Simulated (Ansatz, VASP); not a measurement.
# BPt: VASP beside Ansatz

```xyz
4
Lattice="3.2294 0.0000 0.0000 -1.6147 2.7968 0.0000 0.0000 0.0000 5.2613" Properties=species:S:1:pos:R:3 pbc="T T T"
B     1.6147    0.9323    3.9460
B     0.0000    1.8645    1.3153
Pt    0.0000    0.0000    0.0000
Pt    0.0000    0.0000    2.6306
```

Alike in both runs: task single point; functional PBE; k mesh 6 × 6 × 4; occupations gaussian, width 0.1 eV; no spin polarisation.

|  | VASP | Ansatz |
| --- | --- | --- |
| version | VASP 6.6.1 | Ansatz 0.2.0 |
| potentials or method | VASP PAW PBE potentials, release 64 (B, Pt), cutoff 520 eV | scalar-relativistic, plane waves, PAW |
| valence electrons in the cell | 26 | 42 |

```tsv
	VASP	Ansatz	Ansatz less VASP
gap on the k mesh at the Fermi level (eV)	none	none	-
pressure (GPa)	-1.5	-1.2	+0.28
traceless stress, the component that is largest in VASP (GPa)	-1.83	-1.57	+0.257
```

A gap of «none» marks a metal or a gap that the smearing closes. The functional is the same, so the differences come from potentials, cutoffs and numerics. VASP's potentials hold 26 valence electrons a cell and Ansatz's 42, so a difference there can come from the potentials and not from the codes.

The k mesh is coarse, so the values compare programs but aren't converged. Neither program's run includes spin-orbit coupling.
